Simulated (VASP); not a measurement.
# CuSi16 (a cell with a defect) in VASP: further runs

CuSi16 (a cell with a defect) is run at these levels: PBEsol; tasks: single point.

All numbers are computed with VASP 6.6.1; they aren't measurements. Logs are shortened: lines on timing, memory, paths and dates and some standing lists are left out, and cuts for length are marked.

**1. The cell of the first run**

The cell holds a defect, 17 atoms: a = 7.679 Å, b = 7.679 Å, c = 7.679 Å, α = 60.00°, β = 60.00°, γ = 60.00°.

**2. Single point, PBEsol, collinear spin**

The input, INCAR:

```
SYSTEM = CuSi16
ALGO     = Normal         ! electronic algorithm
EDIFF    = 1E-7           ! SCF threshold, eV
ENCUT    = 520            ! plane-wave cutoff, eV
GGA      = PS             ! functional
ISIF     = 2              ! what is computed and relaxed
ISMEAR   = -1             ! smearing method
ISPIN    = 2              ! spin polarisation
LASPH    = .TRUE.         ! aspherical terms in the spheres
LCHARG   = .FALSE.        ! write CHGCAR
LMAXMIX  = 4              ! l up to which the mixer works
LORBIT   = 11             ! projections on sites
LREAL    = Auto         
LWAVE    = .FALSE.        ! write WAVECAR
MAGMOM   = 0 0 0 0 0 0 0 0 0 0 0 0 0 0 0 0 1 ! initial moments
NBANDS   = 56             ! bands
NELM     = 150            ! most SCF steps
PREC     = Accurate       ! precision mode
SIGMA    = 0.02           ! smearing width, eV
```

The input, KPOINTS:

```
k-points
0
G
  2 2 2
  0 0 0
```

The input, POSCAR:

```
CuSi16
1.0
    0.0000000000      5.4300000000      5.4300000000
    5.4300000000      0.0000000000      5.4300000000
    5.4300000000      5.4300000000      0.0000000000
Si Cu
16 1
Direct
    0.0074614028     -0.0176190851      0.0063428120
    0.1267579347      0.1160220940      0.1257065747
    0.0092699751     -0.0015269374      0.4987505450
    0.1429249999      0.1177883637      0.6180836847
   -0.0095850740      0.4890782471     -0.0106403202
    0.1140459149      0.6127331595      0.1130101196
    0.0074675902      0.5060579851      0.4826578706
    0.1267543354      0.6254280585      0.6163021189
    0.4998060684     -0.0015161759      0.0082093012
    0.6191641326      0.1177619260      0.1418748300
    0.5125431911      0.0112195093      0.5114923322
    0.6362036110      0.1348604647      0.6351379128
    0.4836890084      0.5061051722      0.0063963335
    0.6173529391      0.6254299103      0.1257047279
    0.4998048202      0.5079329470      0.4987600099
    0.6191509738      0.6416034211      0.6180439821
    0.8131429765      0.3118487399      0.8121185652
```

Potentials or basis: VASP PAW PBE potentials, release 64 (Si, Cu).

Started as:

```console
$ cat potpaw_PBE.64/Si/POTCAR potpaw_PBE.64/Cu/POTCAR > POTCAR
$ mpirun -np 1 vasp_std > vasp.out
```

OUTCAR:

```text
SYSTEM = CuSi16
   EDIFF = 1E-7
   ENCUT = 520
   GGA = PS
   ISIF = 2
   ISMEAR = -1
   ISPIN = 2
   LASPH = .TRUE.
   LORBIT = 11
   LREAL = Auto
   NELM = 150
   PREC = Accurate

 ion  position               nearest neighbor table
   1  0.007  0.982  0.006-   6 2.33   2 2.34  17 2.35   4 2.44  10 2.44
   2  0.127  0.116  0.126-   1 2.34   3 2.34   9 2.34   5 2.34
   3  0.009  0.998  0.499-   4 2.34   2 2.34   8 2.34  12 2.34
   4  0.143  0.118  0.618-  11 2.33   3 2.34  17 2.35   1 2.44   7 2.44
   5  0.990  0.489  0.989-   6 2.33   2 2.34   8 2.34  14 2.34
   6  0.114  0.613  0.113-   5 2.33  13 2.33   7 2.33   1 2.33
   7  0.007  0.506  0.483-   6 2.33   8 2.34  17 2.35   4 2.44  16 2.44
   8  0.127  0.625  0.616-   7 2.34   3 2.34  15 2.34   5 2.34
   9  0.500  0.998  0.008-  10 2.34   2 2.34  14 2.34  12 2.34
  10  0.619  0.118  0.142-  11 2.33   9 2.34  17 2.35   1 2.44  13 2.44
  11  0.513  0.011  0.511-  12 2.33  16 2.33  10 2.33   4 2.33
  12  0.636  0.135  0.635-  11 2.33   3 2.34   9 2.34  15 2.34
  13  0.484  0.506  0.006-   6 2.33  14 2.34  17 2.35  10 2.44  16 2.44
  14  0.617  0.625  0.126-  13 2.34   9 2.34  15 2.34   5 2.34
  15  0.500  0.508  0.499-  16 2.34   8 2.34  14 2.34  12 2.34
  16  0.619  0.642  0.618-  11 2.33  15 2.34  17 2.35   7 2.44  13 2.44
  17  0.813  0.312  0.812-  16 2.35  10 2.35   4 2.35  13 2.35   7 2.35   1 2.35

  LATTYP: Found a face centered cubic cell.
 ALAT       =    10.8600000000

  Lattice vectors:

 A1 = (   0.0000000000,   5.4300000000,   5.4300000000)
 A2 = (   5.4300000000,   0.0000000000,   5.4300000000)
 A3 = (   5.4300000000,   5.4300000000,   0.0000000000)

Analysis of symmetry for initial positions (statically):
=====================================================================
 Subroutine PRICEL returns:
 Original cell was already a primitive cell.

 Routine SETGRP: Setting up the symmetry group for a
 face centered cubic supercell.

 Subroutine GETGRP returns: Found  1 space group operations
 (whereof  1 operations were pure point group operations)
 out of a pool of 48 trial point group operations.

The static configuration has the point symmetry C_1 .

Analysis of symmetry for dynamics (positions and initial velocities):
=====================================================================
 Subroutine PRICEL returns:
 Original cell was already a primitive cell.

 Routine SETGRP: Setting up the symmetry group for a
 face centered cubic supercell.

 Subroutine GETGRP returns: Found  1 space group operations
 (whereof  1 operations were pure point group operations)
 out of a pool of 48 trial point group operations.

The dynamic configuration has the point symmetry C_1 .

Analysis of structural, dynamic, and magnetic symmetry:
=====================================================================
 Subroutine PRICEL returns:
 Original cell was already a primitive cell.

 Routine SETGRP: Setting up the symmetry group for a
 face centered cubic supercell.

 Subroutine GETGRP returns: Found  1 space group operations
 (whereof  1 operations were pure point group operations)
 out of a pool of 48 trial point group operations.

The overall configuration has the point symmetry C_1 .

 Subroutine INISYM returns: Found  1 space group operations
 (whereof  1 operations are pure point group operations),
 and found     1 'primitive' translations

----------------------------------------------------------------------------------------

                                     Primitive cell

  volume of cell :     320.2060

  direct lattice vectors                    reciprocal lattice vectors
     0.000000000  5.430000000  5.430000000    -0.092081031  0.092081031  0.092081031
     5.430000000  0.000000000  5.430000000     0.092081031 -0.092081031  0.092081031
     5.430000000  5.430000000  0.000000000     0.092081031  0.092081031 -0.092081031

  length of vectors
     7.679179644  7.679179644  7.679179644     0.159489025  0.159489025  0.159489025

  position of ions in fractional coordinates (direct lattice)
     0.007461403  0.982380915  0.006342812
     0.126757935  0.116022094  0.125706575
     0.009269975  0.998473063  0.498750545
     0.142925000  0.117788364  0.618083685
     0.990414926  0.489078247  0.989359680
     0.114045915  0.612733160  0.113010120
[... 74 lines left out ...]
   NGX,Y,Z   is equivalent  to a cutoff of  12.99, 12.99, 12.99 a.u.
   NGXF,Y,Z  is equivalent  to a cutoff of  25.98, 25.98, 25.98 a.u.
 SYSTEM =  CuSi16
   PREC   = accura    normal or accurate (medium, high low for compatibility)
   ISTART =      0    job   : 0-new  1-cont  2-samecut
   ICHARG =      2    charge: 1-file 2-atom 10-const
   ISPIN  =      2    spin polarized calculation?
   LNONCOLLINEAR =      F non collinear calculations
   LSORBIT =      F    spin-orbit coupling
   LASPH  =      T    aspherical Exc in radial PAW
   ENCUT  =  520.0 eV  38.22 Ry    6.18 a.u.  14.28 14.28 14.28*2*pi/ulx,y,z
   NELM   =    150;   NELMIN=  2; NELMDL= -5     # of ELM steps
   EDIFF  = 0.1E-06   stopping-criterion for ELM
   LREAL  =      T    real-space projection
   EDIFFG = 0.1E-05   stopping-criterion for IOM
   NSW    =      0    number of steps for IOM
   IBRION =     -1    ionic relax: 0-MD 1-quasi-New 2-CG
   NFREE  =      0    steps in history (QN), initial steepest desc. (CG)
   ISIF   =      2    stress and relaxation
   ISYM   =      2    0-nonsym 1-usesym 2-fastsym
   POTIM  = 0.5000    time-step for ionic-motion
   TEBEG  =    0.0;   TEEND  =   0.0 temperature during run
   PSTRESS=    0.0 pullay stress
   NELECT =      75.0000    total number of electrons
   NUPDOWN=      -1.0000    fix difference up-down
   EMIN   =  10.00;   EMAX   =-10.00  energy-range for DOS
   EFERMI =   0.00;   METHOD = LEGACY
   ISMEAR =    -1;   SIGMA  =   0.02  broadening in eV -4-tet -1-fermi 0-gaus
   EFERMI_NEDOS =   21; number of points for ismear=-14 and -15
   IALGO  =     38    algorithm
   IMIX   =      4    mixing-type and parameters
     AMIX     =   0.40;   BMIX     =  1.00
     AMIX_MAG =   1.60;   BMIX_MAG =  1.00
  volume/ion in A,a.u.               =      18.84       127.11
  Fermi-wavevector in a.u.,A,eV,Ry     =   1.009142  1.907001 13.855720  1.018367
  Thomas-Fermi vector in A             =   2.142052
   LORBIT       =     11    0 simple, 1 ext, 2 COOP (PROOUT), +10 PAW based schemes
   GGA     = PS    functional components
   LHFCALC =     F    Hartree Fock is set to
   AEXX    =    0.0000 exact exchange contribution
   IVDW    =     0    specifies the selected vdW correction
   LEPSILON=     F    determine dielectric tensor
   LRPA    =     F    only Hartree local field effects (RPA)
 spin polarized calculation
  energy-cutoff  :      520.00
  volume of cell :      320.21
 maximum number of plane-waves:      8646
 NGX is ok and might be reduce to    60
   NGX = 29   NGY = 29   NGZ = 29

 number of electron      74.9999995 magnetization      -0.0000517

 number of electron      74.9999995 magnetization       0.0000199

 Free energy of the ion-electron system (eV)
  ---------------------------------------------------
  ext. energy  EPLUGINS =         0.00000000
  ---------------------------------------------------
  free energy    TOTEN  =       -93.48166917 eV

  energy without entropy =      -93.47428066  energy(sigma->0) =      -93.47797492

 E-fermi :   6.7802     XC(G=0):  -9.8232

 val. band max:        6.7446728269   @ k =   0.0000   0.0000   0.0000
 cond. band min:       6.7990137337   @ k =   0.5000   0.5000   0.5000
 fundamental gap:      0.0543409068
 Fermi energy:         6.7802398410

 spin component 1

 k-point     1 :       0.0000    0.0000    0.0000
  band No.  band energies     occupation
      1      -6.0129      1.00000
      2      -3.6604      1.00000
      3      -3.5809      1.00000
      4      -3.5809      1.00000
      5      -3.5647      1.00000
      6      -2.0604      1.00000
[... 405 lines left out ...]
     48      10.2698      0.00000
     49      10.2846      0.00000
 Fermi energy:         6.7802398410

 spin component 2

 k-point     1 :       0.0000    0.0000    0.0000
  band No.  band energies     occupation
      1      -6.0129      1.00000
      2      -3.6604      1.00000
      3      -3.5809      1.00000
      4      -3.5809      1.00000
      5      -3.5647      1.00000
      6      -2.0604      1.00000
[... 405 lines left out ...]
     48      10.2698      0.00000
     49      10.2846      0.00000
 [bands above 49 left out]

------------------------ aborting loop because EDIFF is reached ----------------------------------------

  FORCE on cell =-STRESS in cart. coord.  units (eV):
  Direction    XX          YY          ZZ          XY          YZ          ZX
  --------------------------------------------------------------------------------------
  -------------------------------------------------------------------------------------
  Total        4.6955788      4.6928221      4.6906646      0.6644935      0.6624210      0.6649061
  in kB       23.4947179     23.4809245     23.4701293      3.3248484      3.3144783      3.3269128
  external PRESSURE =      23.4819239 kB  Pullay stress =       0.0000000 kB

 VOLUME and BASIS-vectors are now :
 -----------------------------------------------------------------------------
  energy-cutoff  :      520.00
  volume of cell :      320.21
      direct lattice vectors                 reciprocal lattice vectors
     0.000000000  5.430000000  5.430000000    -0.092081031  0.092081031  0.092081031
     5.430000000  0.000000000  5.430000000     0.092081031 -0.092081031  0.092081031
     5.430000000  5.430000000  0.000000000     0.092081031  0.092081031 -0.092081031

 POSITION                                       TOTAL-FORCE (eV/Angst)
 -----------------------------------------------------------------------------------
      5.36877      0.07496      5.37484        -0.003396      0.016345     -0.005085
      1.31259      1.37088      1.31830        -0.001896     -0.001108     -0.000170
      8.12992      2.75855      5.47204         0.000321      0.000471      0.000633
      3.99579      4.13228      1.41567        -0.015160      0.002775      0.002800
      8.02792     10.75018      8.03365         0.011353      0.009476      0.009637
      3.94079      1.23291      3.94641        -0.015142     -0.014337     -0.014145
[... 9 lines left out ...]
      6.83989      6.71797      6.84590         0.003438     -0.013015      0.002081
      6.10314      8.82517      6.10871        -0.000084      0.000183      0.000070
 -----------------------------------------------------------------------------------
    total drift:                               -0.001039     -0.001539     -0.000753

  FREE ENERGIE OF THE ION-ELECTRON SYSTEM (eV)
  ---------------------------------------------------
  free  energy   TOTEN  =       -93.4816691718 eV

  energy  without entropy=      -93.4742806588  energy(sigma->0) =      -93.47797492

 total charge

# of ion       s       p       d       tot
------------------------------------------
    1        0.738   0.948   0.000   1.686
    2        0.743   0.954   0.000   1.697
    3        0.743   0.954   0.000   1.697
    4        0.738   0.948   0.000   1.686
    5        0.741   0.955   0.000   1.696
    6        0.752   0.939   0.000   1.692
[... 9 lines left out ...]
   16        0.738   0.948   0.000   1.686
   17        0.510   0.477   9.211  10.199
--------------------------------------------------
tot         12.386  15.673   9.211  37.270

 magnetization (x)

# of ion       s       p       d       tot
------------------------------------------
    1       -0.000  -0.000   0.000  -0.000
    2       -0.000  -0.000   0.000  -0.000
    3       -0.000  -0.000   0.000  -0.000
    4       -0.000  -0.000   0.000  -0.000
    5       -0.000  -0.000   0.000  -0.000
    6       -0.000  -0.000   0.000  -0.000
[... 9 lines left out ...]
   16       -0.000  -0.000   0.000  -0.000
   17        0.000  -0.000   0.000   0.000
--------------------------------------------------
tot         -0.000  -0.000   0.000  -0.000
```

Run time: 13 min. Hardware: 1 thread of AMD EPYC 9R45 (Zen 5), shared host; peak memory 0.69 GiB.

What came out:

```
Free energy                                           : -93.4817 eV
Pressure                                              : 2.3 GPa
Largest force                                         : 0.027 eV/Å
Net moment                                            : 0.00 μB per cell
Valence electrons inside the program's atomic spheres : Si 1.69, 1.70 (each value once); Cu 10.20
```

Forces on the atoms (eV/Å):
```
Si  -0.003  0.016 -0.005
Si  -0.002 -0.001  0.000
Si   0.000  0.000  0.001
Si  -0.015  0.003  0.003
Si   0.011  0.009  0.010
Si  -0.015 -0.014 -0.014
Si  -0.003 -0.005  0.016
Si  -0.002  0.000 -0.001
Si   0.001  0.001  0.000
Si   0.004  0.001 -0.014
Si   0.015  0.016  0.015
Si  -0.008 -0.009 -0.009
Si   0.013 -0.003 -0.002
Si  -0.001 -0.001 -0.001
Si   0.001 -0.001  0.001
Si   0.003 -0.013  0.002
Cu   0.000  0.000  0.000
```

Caveat: the k points lie up to 0.50 Å⁻¹ apart; the PAW data sets were made with another functional, which shifts forces and pressure a little.

[end of part 1 of 2]
